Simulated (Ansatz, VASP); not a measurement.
# Two plane-wave programs on GePt

Contents of INCAR:

```
PREC = Accurate
ENCUT = 520
EDIFF = 1E-8
ISMEAR = -1
SIGMA = 0.02
LREAL = F
LASPH = T
NELM = 100
ALGO = Normal
ISIF = 2
LWAVE = F
LCHARG = F
GGA = PE
LEFG = T
NBANDS = 58
```

The input KPOINTS:

```
regular mesh
0
Gamma
  8 12 7
```

POSCAR

```
GePt
1.0
    5.7320000000      0.0000000000      0.0000000000
    0.0000000000      3.7010000000      0.0000000000
    0.0000000000      0.0000000000      6.0880000000
Ge Pt
4 4
Direct
    0.8050000000      0.7500000000      0.5900000000
    0.1950000000      0.2500000000      0.4100000000
    0.6950000000      0.2500000000      0.0900000000
    0.3050000000      0.7500000000      0.9100000000
    0.9900000000      0.7500000000      0.1950000000
    0.0100000000      0.2500000000      0.8050000000
    0.5100000000      0.2500000000      0.6950000000
    0.4900000000      0.7500000000      0.3050000000
```

Input for Ansatz:

```yaml
crystal:
  lattice:
    - [5.732, 0.0, 0.0]
    - [0.0, 3.701, 0.0]
    - [0.0, 0.0, 6.088]
  atoms:
    - { symbol: Ge, position: [0.805, 0.75, 0.59] }
    - { symbol: Ge, position: [0.195, 0.25, 0.41] }
    - { symbol: Ge, position: [0.695, 0.25, 0.09] }
    - { symbol: Ge, position: [0.305, 0.75, 0.91] }
    - { symbol: Pt, position: [0.99, 0.75, 0.195] }
    - { symbol: Pt, position: [0.01, 0.25, 0.805] }
    - { symbol: Pt, position: [0.51, 0.25, 0.695] }
    - { symbol: Pt, position: [0.49, 0.75, 0.305] }
kpoints:
  mp_grid: { grid: [8, 12, 7] }
scf:
  occupations: { method: fermi_dirac, width: 0.02 }
hamiltonian:
  xc: pbe
  pseudopotentials: { kind: paw }
output:
  forces: true
  stress: true
  populations: true
  efg: { quadrupole_moments_barn: { Ge: -0.196 }, contact_densities: true }
```

Alike in both runs: task electric field gradients; functional PBE; k mesh 8 × 12 × 7; occupations fermi-dirac, width 0.02 eV; no spin polarisation.

|  | VASP | Ansatz |
| --- | --- | --- |
| version | VASP 6.6.1 | Ansatz 0.2.0 |
| potentials or method | VASP PAW PBE potentials, release 64 (Ge_d, Pt) | plane-wave PAW, scalar-relativistic |
| plane-wave cutoff (eV) | 520 | 420 |
| valence electrons in the cell | 96 | 128 |

```tsv
	VASP	Ansatz	Ansatz less VASP
pressure (GPa)	7.9	7.9	-0.02
traceless stress, the component that is largest in VASP (GPa)	-0.84	-0.83	+0.012
rms of the force components (eV/Å)	0.204	0.203	-0.0012
size of Vzz on the site where it differs most (V/Å²)	60.4	41.3	-19.12
```

Atom by atom the forces differ by 0.002 eV/Å (rms over components). VASP's potentials hold 96 valence electrons a cell and Ansatz's 128, so a difference there can come from the potentials and not from the codes.

Spin-orbit coupling is off throughout.
